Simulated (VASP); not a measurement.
# W (Im-3m) in VASP: a series of runs

W is run at these levels: r2SCAN; tasks: single point.

All numbers are computed with VASP 6.6.1; they aren't measurements. Logs are shortened: lines on timing, memory, paths and dates and some standing lists are left out, and cuts for length are marked.

## (1) The cell of the first run

The structure is cubic, space group Im-3m (No. 229). The conventional cell has a = 3.195 Å, b = 3.195 Å, c = 3.195 Å, α = 90.00°, β = 90.00°, γ = 90.00°. W (site symmetry m-3m) has 14 W at 2.77 to 3.19 Å within 3.6 Å.

## (2) Single point, r2SCAN

POSCAR reads:

```
W
1.0
   -1.5973000000      1.5973000000      1.5973000000
    1.5973000000     -1.5973000000      1.5973000000
    1.5973000000      1.5973000000     -1.5973000000
W
1
Direct
    0.0000000000      0.0000000000      0.0000000000
```

INCAR.step1 reads:

```
SYSTEM = W
ALGO = Normal ; EDIFF = 1E-4
ENCUT = 520 ; GGA = PE
ISMEAR = 0 ; LASPH = .True.
LCHARG = .False. ; LREAL = .False.
LWAVE = .True. ; NBANDS = 13
NELM = 80 ; PREC = Accurate
SIGMA = 0.15
```

INCAR.step2 reads:

```
SYSTEM = W
ALGO = Normal ; EDIFF = 1E-7
ENCUT = 520 ; ISIF = 2
ISMEAR = 0 ; ISTART = 1
LASPH = .True. ; LCHARG = .False.
LMIXTAU = .True. ; LREAL = .False.
LWAVE = .False. ; METAGGA = R2SCAN
NBANDS = 13 ; NELM = 80
PREC = Accurate ; SIGMA = 0.15
```

KPOINTS reads:

```
k-points
0
Gamma
  14 14 14
  0 0 0
```

Potentials or basis: VASP PAW PBE potentials, release 64 (W_sv).

Command:

```console
cat potpaw_PBE.64/W_sv/POTCAR > POTCAR
cp INCAR.step1 INCAR
mpirun -np 1 vasp_std > vasp.out
cp INCAR.step2 INCAR
mpirun -np 1 vasp_std > vasp.out
```

OUTCAR:

```text
SYSTEM = W
   EDIFF = 1E-7
   ENCUT = 520
   ISIF = 2
   ISMEAR = 0
   ISTART = 1
   LASPH = .True.
   LREAL = .False.
   METAGGA = R2SCAN
   NELM = 80
   PREC = Accurate

 ion  position               nearest neighbor table
   1  0.000  0.000  0.000-

  LATTYP: Found a body centered cubic cell.
 ALAT       =     3.1946000000

  Lattice vectors:

 A1 = (  -1.5973000000,   1.5973000000,   1.5973000000)
 A2 = (   1.5973000000,  -1.5973000000,   1.5973000000)
 A3 = (   1.5973000000,   1.5973000000,  -1.5973000000)

Analysis of symmetry for initial positions (statically):
=====================================================================
 Subroutine PRICEL returns:
 Original cell was already a primitive cell.

 Routine SETGRP: Setting up the symmetry group for a
 body centered cubic supercell.

 Subroutine GETGRP returns: Found 48 space group operations
[... 9 lines left out ...]

 Routine SETGRP: Setting up the symmetry group for a
 body centered cubic supercell.

 Subroutine GETGRP returns: Found 48 space group operations
[... 11 lines left out ...]
                                     Primitive cell

  volume of cell :      16.3012

  direct lattice vectors                    reciprocal lattice vectors
    -1.597300000  1.597300000  1.597300000     0.000000000  0.313028235  0.313028235
     1.597300000 -1.597300000  1.597300000     0.313028235  0.000000000  0.313028235
     1.597300000  1.597300000 -1.597300000     0.313028235  0.313028235  0.000000000

  length of vectors
     2.766604755  2.766604755  2.766604755     0.442688776  0.442688776  0.442688776

  position of ions in fractional coordinates (direct lattice)
     0.000000000  0.000000000  0.000000000

  ion indices of the primitive-cell ions
   primitive index   ion index
                 1           1

----------------------------------------------------------------------------------------

 KPOINTS: k-points

Automatic generation of k-mesh.
 Grid dimensions read from file:
 generate k-points for:   14   14   14

 Generating k-lattice:

  Cartesian coordinates                     Fractional coordinates (reciprocal lattice)
     0.000000000  0.022359160  0.022359160     0.071428571  0.000000000  0.000000000
     0.022359160  0.000000000  0.022359160     0.000000000  0.071428571  0.000000000
     0.022359160  0.022359160  0.000000000     0.000000000  0.000000000  0.071428571

  Length of vectors
     0.031620627  0.031620627  0.031620627

  Shift w.r.t. Gamma in fractional coordinates (k-lattice)
     0.000000000  0.000000000  0.000000000

 Subroutine IBZKPT returns following result:
 ===========================================

 Found    104 irreducible k-points:

 Following reciprocal coordinates:
            Coordinates               Weight
  0.000000  0.000000  0.000000      1.000000
  0.071429  0.000000  0.000000     12.000000
  0.142857  0.000000  0.000000     12.000000
  0.214286  0.000000  0.000000     12.000000
  0.285714  0.000000  0.000000     12.000000
  0.357143  0.000000  0.000000     12.000000
[... 16 lines left out ...]
  0.285714  0.285714  0.000000     24.000000
  0.357143  0.285714 -0.000000     24.000000
 [... further k-points ...]
   k-points           NKPTS =    104   k-points in BZ     NKDIM =    104   number of bands    NBANDS=     13
   number of dos      NEDOS =    301   number of ions     NIONS =      1
   total plane-waves  NPLWV =  13824
   dimension x,y,z NGX =    24 NGY =   24 NGZ =   24
   dimension x,y,z NGXF=    48 NGYF=   48 NGZF=   48
   ions per type =               1
   NGX,Y,Z   is equivalent  to a cutoff of  14.42, 14.42, 14.42 a.u.
   NGXF,Y,Z  is equivalent  to a cutoff of  28.84, 28.84, 28.84 a.u.
 SYSTEM =  W
   PREC   = accura    normal or accurate (medium, high low for compatibility)
   ISTART =      1    job   : 0-new  1-cont  2-samecut
   ICHARG =      0    charge: 1-file 2-atom 10-const
   ISPIN  =      1    spin polarized calculation?
   LNONCOLLINEAR =      F non collinear calculations
   LSORBIT =      F    spin-orbit coupling
   LASPH  =      T    aspherical Exc in radial PAW
   ENCUT  =  520.0 eV  38.22 Ry    6.18 a.u.   5.14  5.14  5.14*2*pi/ulx,y,z
   NELM   =     80;   NELMIN=  2; NELMDL=  0     # of ELM steps
   EDIFF  = 0.1E-06   stopping-criterion for ELM
   LREAL  =      F    real-space projection
   EDIFFG = 0.1E-05   stopping-criterion for IOM
   NSW    =      0    number of steps for IOM
   IBRION =     -1    ionic relax: 0-MD 1-quasi-New 2-CG
   NFREE  =      0    steps in history (QN), initial steepest desc. (CG)
   ISIF   =      2    stress and relaxation
   ISYM   =      2    0-nonsym 1-usesym 2-fastsym
   POTIM  = 0.5000    time-step for ionic-motion
   TEBEG  =    0.0;   TEEND  =   0.0 temperature during run
   PSTRESS=    0.0 pullay stress
   NELECT =      14.0000    total number of electrons
   NUPDOWN=      -1.0000    fix difference up-down
   EMIN   =  10.00;   EMAX   =-10.00  energy-range for DOS
   EFERMI =   0.00;   METHOD = LEGACY
   ISMEAR =     0;   SIGMA  =   0.15  broadening in eV -4-tet -1-fermi 0-gaus
   EFERMI_NEDOS =   21; number of points for ismear=-14 and -15
   IALGO  =     38    algorithm
   IMIX   =      4    mixing-type and parameters
     AMIX     =   0.40;   BMIX     =  1.00
     AMIX_MAG =   1.60;   BMIX_MAG =  1.00
  volume/ion in A,a.u.               =      16.30       110.01
  Fermi-wavevector in a.u.,A,eV,Ry     =   1.556125  2.940649 32.946829  2.421524
  Thomas-Fermi vector in A             =   2.659966
   LORBIT       =      0    0 simple, 1 ext, 2 COOP (PROOUT), +10 PAW based schemes
   METAGGA = R2SCAN    functional components
   LHFCALC =     F    Hartree Fock is set to
   AEXX    =    0.0000 exact exchange contribution
   IVDW    =     0    specifies the selected vdW correction
   LEPSILON=     F    determine dielectric tensor
   LRPA    =     F    only Hartree local field effects (RPA)
 non-spin polarized calculation
 Gauss-broadening in eV      SIGMA  =   0.15
  energy-cutoff  :      520.00
  volume of cell :       16.30
 maximum number of plane-waves:       466
 NGX is ok and might be reduce to    24
   NGX = 11   NGY = 11   NGZ = 11

 number of electron      14.0000002 magnetization

 Free energy of the ion-electron system (eV)
  ---------------------------------------------------
  ext. energy  EPLUGINS =         0.00000000
  ---------------------------------------------------
  free energy    TOTEN  =       -51.34281247 eV

  energy without entropy =      -51.33701565  energy(sigma->0) =      -51.33991406

 E-fermi :  10.9546     XC(G=0): -14.7817

 val. band max:       10.8502104220   @ k =  -0.4286  -0.4286   0.2857
 cond. band min:      10.9609013321   @ k =  -0.4286   0.5000   0.2857
 fundamental gap:      0.1106909101
 Fermi energy:        10.9545698324

 k-point     1 :       0.0000    0.0000    0.0000
  band No.  band energies     occupation
      1     -65.2765      2.00000
      2     -28.1769      2.00000
      3     -28.1769      2.00000
      4     -28.1769      2.00000
      5       0.9186      2.00000
      6       9.6487      2.00000
      7       9.6487      2.00000
      8       9.6487      2.00000
      9      13.3808      0.00000
     10      13.3808      0.00000
     11      26.0866      0.00000
     12      26.0866      0.00000
     13      26.0866      0.00000

 k-point     2 :       0.0714    0.0000    0.0000
  band No.  band energies     occupation
      1     -65.2700      2.00000
      2     -28.2437      2.00000
      3     -28.1978      2.00000
      4     -28.1772      2.00000
      5       1.1673      2.00000
      6       9.4978      2.00000
      7       9.6108      2.00000
      8       9.8874      2.00000
      9      13.1453      0.00000
     10      13.3811      0.00000
     11      26.2912      0.00000
     12      26.5111      0.00000
     13      26.6630      0.00000

 k-point     3 :       0.1429    0.0000    0.0000
  band No.  band energies     occupation
      1     -65.2516      2.00000
      2     -28.4279      2.00000
      3     -28.2557      2.00000
      4     -28.1780      2.00000
      5       1.8686      2.00000
      6       9.1006      2.00000
      7       9.4373      2.00000
      8      10.5906      1.99940
      9      12.7374      0.00000
     10      13.4012      0.00000
     11      26.7070      0.00000
     12      27.7233      0.00000
     13      27.9228      0.00000

 k-point     4 :       0.2143    0.0000    0.0000
  band No.  band energies     occupation
      1     -65.2249      2.00000
      2     -28.6866      2.00000
      3     -28.3383      2.00000
      4     -28.1792      2.00000
      5       2.8706      2.00000
      6       8.5818      2.00000
      7       9.1175      2.00000
      8      11.7157      0.00000
      9      12.6108      0.00000
     10      13.4820      0.00000
     11      26.6365      0.00000
     12      28.3589      0.00000
     13      29.5786      0.00000

 k-point     5 :       0.2857    0.0000    0.0000
  band No.  band energies     occupation
      1     -65.1951      2.00000
      2     -28.9644      2.00000
      3     -28.4288      2.00000
      4     -28.1806      2.00000
      5       3.8548      2.00000
      6       8.0653      2.00000
      7       9.0062      2.00000
      8      12.8146      0.00000
      9      13.1808      0.00000
     10      13.6508      0.00000
     11      25.6033      0.00000
     12      26.8218      0.00000
     13      31.9078      0.00000

 k-point     6 :       0.3571    0.0000    0.0000
  band No.  band energies     occupation
      1     -65.1682      2.00000
      2     -29.2070      2.00000
      3     -28.5090      2.00000
      4     -28.1818      2.00000
      5       4.4066      2.00000
      6       7.6419      2.00000
      7       9.5820      2.00000
      8      13.1182      0.00000
      9      13.8900      0.00000
     10      14.8268      0.00000
     11      24.2739      0.00000
     12      24.6253      0.00000
     13      31.4749      0.00000

 k-point     7 :       0.4286    0.0000    0.0000
  band No.  band energies     occupation
      1     -65.1495      2.00000
      2     -29.3709      2.00000
      3     -28.5640      2.00000
      4     -28.1828      2.00000
      5       4.5197      2.00000
      6       7.3680      2.00000
      7      10.6740      1.99183
      8      13.2585      0.00000
      9      14.1197      0.00000
     10      16.3116      0.00000
     11      22.8110      0.00000
     12      23.2671      0.00000
     13      29.1171      0.00000
[... 193 lines left out ...]
 k-point    20 :       0.2143    0.2143    0.0000
  band No.  band energies     occupation
      1     -65.1611      2.00000
      2     -29.1378      2.00000
      3     -28.5720      2.00000
      4     -28.2866      2.00000
      5       5.3454      2.00000
      6       7.7481      2.00000
      7       8.3530      2.00000
      8      12.5174      0.00000
      9      14.1743      0.00000
     10      15.9504      0.00000
     11      23.9527      0.00000
     12      26.8931      0.00000
     13      28.4701      0.00000

 k-point    21 :       0.2857    0.2143   -0.0000
  band No.  band energies     occupation
      1     -65.1428      2.00000
      2     -29.2193      2.00000
      3     -28.6968      2.00000
      4     -28.3036      2.00000
      5       5.7934      2.00000
      6       7.5853      2.00000
      7       8.6894      2.00000
      8      12.8633      0.00000
      9      14.1940      0.00000
     10      17.7998      0.00000
     11      22.0521      0.00000
     12      25.5654      0.00000
     13      27.7125      0.00000

 k-point    22 :       0.3571    0.2143   -0.0000
  band No.  band energies     occupation
      1     -65.1326      2.00000
      2     -29.2538      2.00000
      3     -28.7786      2.00000
      4     -28.3106      2.00000
      5       5.8540      2.00000
      6       7.5511      2.00000
      7       9.1331      2.00000
      8      13.0810      0.00000
      9      14.3583      0.00000
     10      19.2544      0.00000
     11      20.5262      0.00000
     12      24.4576      0.00000
     13      27.5263      0.00000

 k-point    23 :       0.2857    0.2857    0.0000
  band No.  band energies     occupation
      1     -65.1311      2.00000
      2     -29.1857      2.00000
      3     -28.8536      2.00000
      4     -28.3262      2.00000
      5       6.2471      2.00000
      6       7.6498      2.00000
      7       8.5872      2.00000
      8      13.2429      0.00000
      9      14.1125      0.00000
     10      19.6686      0.00000
     11      20.4369      0.00000
     12      24.3153      0.00000
     13      28.0622      0.00000

 k-point    24 :       0.3571    0.2857   -0.0000
  band No.  band energies     occupation
      1     -65.1269      2.00000
      2     -29.1380      2.00000
      3     -28.9468      2.00000
      4     -28.3329      2.00000
      5       6.3589      2.00000
      6       7.8000      2.00000
      7       8.4812      2.00000
      8      13.4978      0.00000
      9      14.0844      0.00000
     10      19.4879      0.00000
     11      21.1004      0.00000
     12      23.2204      0.00000
     13      28.5108      0.00000

 [... further k-points ...]

------------------------ aborting loop because EDIFF is reached ----------------------------------------

  FORCE on cell =-STRESS in cart. coord.  units (eV):
  Direction    XX          YY          ZZ          XY          YZ          ZX
  --------------------------------------------------------------------------------------
  -------------------------------------------------------------------------------------
  Total       -0.6137814     -0.6137814     -0.6137814     -0.0000000      0.0000000     -0.0000000
  in kB      -60.3260412    -60.3260412    -60.3260412     -0.0000000      0.0000000     -0.0000000
  external PRESSURE =     -60.3260412 kB  Pullay stress =       0.0000000 kB

 VOLUME and BASIS-vectors are now :
 -----------------------------------------------------------------------------
  energy-cutoff  :      520.00
  volume of cell :       16.30
      direct lattice vectors                 reciprocal lattice vectors
    -1.597300000  1.597300000  1.597300000     0.000000000  0.313028235  0.313028235
     1.597300000 -1.597300000  1.597300000     0.313028235  0.000000000  0.313028235
     1.597300000  1.597300000 -1.597300000     0.313028235  0.313028235  0.000000000

 POSITION                                       TOTAL-FORCE (eV/Angst)
 -----------------------------------------------------------------------------------
      0.00000      0.00000      0.00000        -0.000000     -0.000000      0.000000
 -----------------------------------------------------------------------------------
    total drift:                                0.000000      0.000000      0.000000

  FREE ENERGIE OF THE ION-ELECTRON SYSTEM (eV)
  ---------------------------------------------------
  free  energy   TOTEN  =       -51.3428124669 eV

  energy  without entropy=      -51.3370156501  energy(sigma->0) =      -51.33991406
```

Run time: 29 s. Hardware: 1 thread of Intel Xeon 6975P-C (Granite Rapids), shared host; peak memory 0.15 GiB.

Results:

* Free energy: -51.3428 eV
* Pressure: -6.0 GPa
* Band gap on the k mesh: zero (band 7 reaches 16.02 eV, above the bottom of band 8 at 9.65 eV)

Levels at points of the mesh, in eV from the Fermi level:
```csv
k point,band 4,band 5,band 6,band 7,band 8,band 9,band 10,band 11
"(0.00, 0.00, 0.00)",-39.13,-10.04,-1.31,-1.31,-1.31,2.43,2.43,15.13
"(0.50, 0.00, 0.00)",-39.14,-6.44,-3.68,0.37,2.25,3.26,6.02,11.13
"(0.50, 0.50, 0.50)",-40.01,-5.85,-5.85,5.06,5.06,5.06,8.25,8.25
```

Caveat: the PAW data sets were made with another functional, which shifts forces and pressure a little; spin-orbit coupling is left out, which moves the levels of the heavy elements.

## (3) Single point, r2SCAN

POSCAR is that of step 2.

INCAR.step1 reads:

```
SYSTEM = W
PREC = Accurate ; ENCUT = 520
ISMEAR = 0 ; SIGMA = 0.15
LREAL = .FALSE. ; LASPH = .TRUE.
NELM = 100 ; NBANDS = 13
GGA = PE ; ALGO = Normal
EDIFF = 1E-4 ; LWAVE = .TRUE.
LCHARG = .FALSE.
```

INCAR.step2 reads:

```
SYSTEM = W
PREC = Accurate ; ENCUT = 520
EDIFF = 1E-6 ; ISMEAR = 0
SIGMA = 0.15 ; LREAL = .FALSE.
LASPH = .TRUE. ; NELM = 100
ALGO = Normal ; ISIF = 2
LWAVE = .FALSE. ; LCHARG = .FALSE.
METAGGA = R2SCAN ; LMIXTAU = .TRUE.
NBANDS = 13 ; ISTART = 1
```

KPOINTS reads:

```
Automatic mesh
0
G
  16 16 16
  0 0 0
```

Potentials or basis: VASP PAW PBE potentials, release 64 (W_sv).

Command:

```console
cat potpaw_PBE.64/W_sv/POTCAR > POTCAR
cp INCAR.step1 INCAR
mpirun -np 1 vasp_std > vasp.out
cp INCAR.step2 INCAR
mpirun -np 1 vasp_std > vasp.out
```

Run time: 36 s. Hardware: 1 thread of Intel Xeon 6975P-C (Granite Rapids), shared host; peak memory 0.16 GiB.

Results (log left out):

```yaml
Free_energy: -51.3508 eV
Pressure: -6.3 GPa
Band_gap_on_the_k_mesh: zero (band 7 reaches 16.02 eV, above the bottom of band 8 at 9.65 eV)
```

Levels at points of the mesh, in eV from the Fermi level:
```
           k point  band 5  band 6  band 7  band 8  band 9  band 10
(0.00, 0.00, 0.00)   -9.98   -1.25   -1.25   -1.25    2.49     2.49
(0.50, 0.00, 0.00)   -6.39   -3.63    0.42    2.31    3.32     6.07
(0.50, 0.50, 0.50)   -5.80   -5.80    5.12    5.12    5.12     8.30
```

Caveat: the PAW data sets were made with another functional, which shifts forces and pressure a little; spin-orbit coupling is left out, which moves the levels of the heavy elements.
